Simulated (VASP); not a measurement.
Here is a VASP 6.6.1 calculation.

File INCAR:

```
SYSTEM = C
PREC = Accurate
ENCUT = 520
EDIFF = 1E-7
ISMEAR = 0
SIGMA = 0.05
LREAL = .False.
LASPH = .True.
NELM = 60
ALGO = Normal
ISIF = 2
LWAVE = .False.
LCHARG = .True.
GGA = PE
IVDW = 12
LELF = .True.
LVHAR = .True.
NBANDS = 31
```

File KPOINTS:

```
Automatic mesh
0
Gamma
  7 11 3
  0 0 0
```

File POSCAR:

```
C
1.0
    0.0000000000      1.4231666446     -3.3613878322
   -2.4649969361      0.0000000000      0.0000000000
    2.0541641134      9.4487126078      2.1239606599
C
10
Direct
    0.2650560286      0.3449351964      0.8939222356
    0.7436455836      0.6572801476      0.0687361772
    0.8739981949      0.3291939098      0.2750326918
    0.0043508061      1.0011076720      0.4813292064
    0.1347034173      0.6730214342      0.6876257210
    0.7867070276      0.2146336145      0.1375603374
   -0.0829403611      0.8865473767      0.3438568521
    0.0474122501      0.5584611389      0.5501533667
    0.1777648613      1.2303749011      0.7564498813
    0.3081174726      0.9022886632      0.9627463959
```

Potentials or basis: VASP PAW PBE potentials, release 64 (C).

Run with:

```console
$ cat potpaw_PBE.64/C/POTCAR > POTCAR
$ mpirun -np 1 vasp_std > vasp.out
```

Task: Estimate the pressure.

Result: 1.0 GPa.

Task: Estimate the dispersion energy per atom.

Result: -0.165 eV.

Forces on the atoms (eV/Å):
```
C   -0.078  0.245 -0.852
C   -2.866  0.710  2.392
C   -0.439  0.312 -0.332
C   -0.053 -0.092  0.082
C   -0.051 -0.064  0.009
C    0.078 -0.245  0.852
C    0.051  0.064 -0.009
C    0.053  0.092 -0.082
C    0.439 -0.312  0.332
C    2.866 -0.710 -2.392
```

Caveat: forces of over 1 eV/Å act on the atoms, so gaps and moduli don't describe the material at rest.
